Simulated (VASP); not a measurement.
# HfSiO4 (F-43m) in VASP: a series of runs, part 2 of 2

VASP 6.6.1. The steps go on from the part before.

## 5. Single point, r2SCAN

Input file POSCAR:

```
HfSiO4
1.0
    0.0000000000      4.1278531264      4.1278531264
    4.1278531264      0.0000000000      4.1278531264
    4.1278531264      4.1278531264      0.0000000000
Hf Si O
1 1 4
Direct
    0.0000000000      0.0000000000      0.0000000000
    0.7500000000      0.7500000000      0.7500000000
    0.8641703972      0.8641703972      0.4074888084
    0.8641703972      0.4074888084      0.8641703972
    0.4074888084      0.8641703972      0.8641703972
    0.8641703972      0.8641703972      0.8641703972
```

Input file INCAR.step1:

```
SYSTEM = HfSiO4
  PREC = Accurate
  ENCUT = 520
  ISMEAR = 0
  SIGMA = 0.02
  LREAL = .FALSE.
  LASPH = .TRUE.
  NELM = 80
  NBANDS = 28
  GGA = PE
  ALGO = Normal
  EDIFF = 1E-4
  LWAVE = .TRUE.
  LCHARG = .FALSE.
```

Input file INCAR.step2:

```
SYSTEM = HfSiO4
  PREC = Accurate
  ENCUT = 520
  EDIFF = 1E-6
  ISMEAR = 0
  SIGMA = 0.02
  LREAL = .FALSE.
  LASPH = .TRUE.
  NELM = 80
  ALGO = Normal
  ISIF = 2
  LWAVE = .FALSE.
  LCHARG = .FALSE.
  METAGGA = R2SCAN
  LMIXTAU = .TRUE.
  NBANDS = 28
  ISTART = 1
```

Input file KPOINTS:

```
Automatic mesh
0
G
  6 6 6
  0 0 0
```

Potentials or basis: VASP PAW PBE potentials, release 64 (Hf_pv, Si, O).

Started as:

```console
$ cat potpaw_PBE.64/Hf_pv/POTCAR potpaw_PBE.64/Si/POTCAR potpaw_PBE.64/O/POTCAR > POTCAR
$ cp INCAR.step1 INCAR
$ mpirun -np 1 vasp_std > vasp.out
$ cp INCAR.step2 INCAR
$ mpirun -np 1 vasp_std > vasp.out
```

OUTCAR:

```text
SYSTEM = HfSiO4
   PREC = Accurate
   ENCUT = 520
   EDIFF = 1E-6
   ISMEAR = 0
   LREAL = .FALSE.
   LASPH = .TRUE.
   NELM = 80
   ISIF = 2
   METAGGA = R2SCAN
   ISTART = 1

 ion  position               nearest neighbor table
   1  0.000  0.000  0.000-   3 1.94   4 1.94   5 1.94   6 1.94
   2  0.750  0.750  0.750-   6 1.63   4 1.63   5 1.63   3 1.63
   3  0.864  0.864  0.407-   2 1.63   1 1.94
   4  0.864  0.407  0.864-   2 1.63   1 1.94
   5  0.407  0.864  0.864-   2 1.63   1 1.94
   6  0.864  0.864  0.864-   2 1.63   1 1.94

  LATTYP: Found a face centered cubic cell.
 ALAT       =     8.2557062528

  Lattice vectors:

 A1 = (   0.0000000000,   4.1278531264,   4.1278531264)
 A2 = (   4.1278531264,   0.0000000000,   4.1278531264)
 A3 = (   4.1278531264,   4.1278531264,   0.0000000000)

Analysis of symmetry for initial positions (statically):
=====================================================================
 Subroutine PRICEL returns:
 Original cell was already a primitive cell.

[... 168 lines left out ...]

 E-fermi :  -2.6770     XC(G=0):  -6.9705

 val. band max:       -2.8048277737   @ k =   0.5000   0.0000   0.0000
 cond. band min:       2.5249802823   @ k =   0.0000   0.0000   0.0000
 fundamental gap:      5.3298080560
 Fermi energy:        -2.6769508903

 k-point     1 :       0.0000    0.0000    0.0000
  band No.  band energies     occupation
      1     -32.5384      2.00000
      2     -32.5384      2.00000
      3     -32.5384      2.00000
      4     -21.5724      2.00000
      5     -20.0289      2.00000
      6     -20.0289      2.00000
[... 485 lines left out ...]
     27       6.4556      0.00000
     28       7.2778      0.00000

------------------------ aborting loop because EDIFF is reached ----------------------------------------

  FORCE on cell =-STRESS in cart. coord.  units (eV):
  Direction    XX          YY          ZZ          XY          YZ          ZX
  --------------------------------------------------------------------------------------
  -------------------------------------------------------------------------------------
  Total       -2.5381187     -2.5381187     -2.5381187      0.0000000     -0.0000000      0.0000000
  in kB      -28.9081171    -28.9081171    -28.9081171      0.0000000     -0.0000000      0.0000000
  external PRESSURE =     -28.9081171 kB  Pullay stress =       0.0000000 kB

 VOLUME and BASIS-vectors are now :
 -----------------------------------------------------------------------------
  energy-cutoff  :      520.00
  volume of cell :      140.67
      direct lattice vectors                 reciprocal lattice vectors
     0.000000000  4.127853126  4.127853126    -0.121128341  0.121128341  0.121128341
     4.127853126  0.000000000  4.127853126     0.121128341 -0.121128341  0.121128341
     4.127853126  4.127853126  0.000000000     0.121128341  0.121128341 -0.121128341

 POSITION                                       TOTAL-FORCE (eV/Angst)
 -----------------------------------------------------------------------------------
      0.00000      0.00000      0.00000         0.000000      0.000000      0.000000
      6.19178      6.19178      6.19178         0.000000      0.000000      0.000000
      5.24922      5.24922      7.13434        -0.023627     -0.023627      0.023627
      5.24922      7.13434      5.24922        -0.023627      0.023627     -0.023627
      7.13434      5.24922      5.24922         0.023627     -0.023627     -0.023627
      7.13434      7.13434      7.13434         0.023627      0.023627      0.023627
 -----------------------------------------------------------------------------------
    total drift:                               -0.000006     -0.000006     -0.000006

  FREE ENERGIE OF THE ION-ELECTRON SYSTEM (eV)
  ---------------------------------------------------
  free  energy   TOTEN  =       -97.4783182016 eV

  energy  without entropy=      -97.4783182016  energy(sigma->0) =      -97.47831820
```

OSZICAR.step1:

```text
N       E                     dE             d eps       ncg     rms          rms(c)
DAV:   1     0.261792751883E+03    0.26179E+03   -0.18885E+04   904   0.118E+03
DAV:   2    -0.396548970066E+02   -0.30145E+03   -0.29093E+03  1136   0.304E+02
DAV:   3    -0.633467660499E+02   -0.23692E+02   -0.23573E+02  1024   0.862E+01
DAV:   4    -0.636793098503E+02   -0.33254E+00   -0.33206E+00  1220   0.114E+01
DAV:   5    -0.636842162432E+02   -0.49064E-02   -0.49053E-02  1152   0.131E+00    0.602E+01
DAV:   6    -0.537176058391E+02    0.99666E+01   -0.41342E+01  1088   0.370E+01    0.453E+01
DAV:   7    -0.536872293433E+02    0.30376E-01   -0.15100E+00  1024   0.732E+00    0.283E+01
DAV:   8    -0.536741614677E+02    0.13068E-01   -0.22826E-01  1140   0.370E+00    0.709E+00
DAV:   9    -0.536627766306E+02    0.11385E-01   -0.59437E-02  1084   0.161E+00    0.175E+00
DAV:  10    -0.536672752653E+02   -0.44986E-02   -0.64780E-03   968   0.536E-01    0.474E-01
DAV:  11    -0.536674301505E+02   -0.15489E-03   -0.42743E-04  1100   0.137E-01    0.317E-01
DAV:  12    -0.536677597631E+02   -0.32961E-03   -0.60603E-04   916   0.150E-01    0.105E-01
DAV:  13    -0.536677305684E+02    0.29195E-04   -0.78268E-05   756   0.586E-02
   1 F= -.53667731E+02 E0= -.53667731E+02  d E =-.594155E-23
```

Wall time 2.4 min (1 thread of Intel Xeon 6975P-C (Granite Rapids), shared host); peak memory 0.38 GiB.

What came out:

| Quantity | Value |
| --- | --- |
| Free energy | -97.4783 eV |
| Pressure | -2.9 GPa |
| Largest force | 0.041 eV/Å |
| Band gap on the k mesh | 5.33 eV, indirect (the least direct gap lies 3.3 meV higher) |

Forces on the atoms (eV/Å):
```
Hf   0.000  0.000  0.000
Si   0.000  0.000  0.000
O   -0.024 -0.024  0.024
O   -0.024  0.024 -0.024
O    0.024 -0.024 -0.024
O    0.024  0.024  0.024
```

Caveat: the PAW data sets were made with another functional, which shifts forces and pressure a little; spin-orbit coupling is left out, which moves the levels of the heavy elements. A k mesh can miss the band edges.

## 6. Overview

| level | smearing | gap on the mesh (eV) | pressure (GPa) | largest force (eV/Å) |
| --- | --- | --- | --- | --- |
| PBE | gaussian 0.02 eV | 4.77 | -0.4 | 0.20 |
| PBE | gaussian 0.01 eV | 4.77 | -0.4 | 0.19 |
| PBEsol | gaussian 0.02 eV | 4.87 | -2.2 | 0.36 |
| r2SCAN | gaussian 0.02 eV | 5.33 | -2.9 | 0.04 |

Alike in all rows: task single point; potentials or basis VASP PAW PBE potentials, release 64 (Hf_pv, Si, O); no spin polarisation; cell a = 5.838 Å, angles 60.0°, 6 atoms; k mesh 6 × 6 × 6; cutoff (eV) 520.

On the cell as given the gap runs from 4.77 eV (PBE) to 5.33 eV (r2SCAN). The pressure there spans -2.9 GPa (r2SCAN) to -0.4 GPa (PBE); a positive pressure means that this level wants a larger cell, a negative one a smaller.

Caveats: spin-orbit coupling is left out, which moves the levels of the heavy elements; the PAW data sets were made with another functional, which shifts forces and pressure a little (some runs).

Total energies depend on the potentials used, so only differences within one code and one set of settings carry meaning.
